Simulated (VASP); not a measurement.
Write the native input for VASP 6.6.1 that does the following.

```
Task                   : single point
Functional             : PBE
Potentials or basis    : VASP PAW PBE potentials, release 64 (Ge_d)
Cutoff                 : 520 eV
k mesh                 : 12 × 12 × 8
Occupations            : gaussian, width 0.15 eV
Spin                   : no spin polarisation
Dipole correction      : no
Further INCAR settings : ALGO = Normal; EDIFF = 1e-06; NBANDS = 36
```

The structure of Ge lies in POSCAR:

```
Ge
1.0
    4.1190290583      0.0000000000      0.0000000000
   -2.0595145292      3.5671838034      0.0000000000
    0.0000000000      0.0000000000      6.8933040382
Ge
4
Direct
    0.6666666667      0.3333333333      0.0627911807
    0.3333333333      0.6666666667      0.5627911807
    0.6666666667      0.3333333333      0.4372088193
    0.3333333333      0.6666666667      0.9372088193
```

This isn't the form of Ge at room conditions, which is diamond.

This cell differs from its parent crystal: strain +0.015 along x and y, +0.030 along z.

These files were run (other wordings do the same):

INCAR

```
SYSTEM = Ge
PREC = Accurate
ENCUT = 520
EDIFF = 1E-6
ISMEAR = 0
SIGMA = 0.15
LREAL = .False.
LASPH = .True.
NELM = 60
ALGO = Normal
ISIF = 2
LWAVE = .False.
LCHARG = .False.
GGA = PE
NBANDS = 36
```

KPOINTS

```
regular mesh
0
Gamma
  12 12 8
  0 0 0
```

Potentials or basis: VASP PAW PBE potentials, release 64 (Ge_d).

Launch:

```sh
$ cat potpaw_PBE.64/Ge_d/POTCAR > POTCAR
$ mpirun -np 1 vasp_std > vasp.out
```

It gave:

| Property | Result |
| --- | --- |
| Pressure | -3.0 GPa |
| Largest force | 0.064 eV/Å |
| Band gap on the k mesh | zero (bands 28 and 29 overlap by 0.05 eV) |

Caveat: the cell differs from its parent crystal (strain +0.015 along x and y, +0.030 along z); the cell stands under tension; semilocal functionals underestimate gaps, so a narrow gap can read as zero.

Wall time 5.9 min on 1 thread of Intel Xeon 8259CL, on a shared host, peak memory 0.37 GiB.
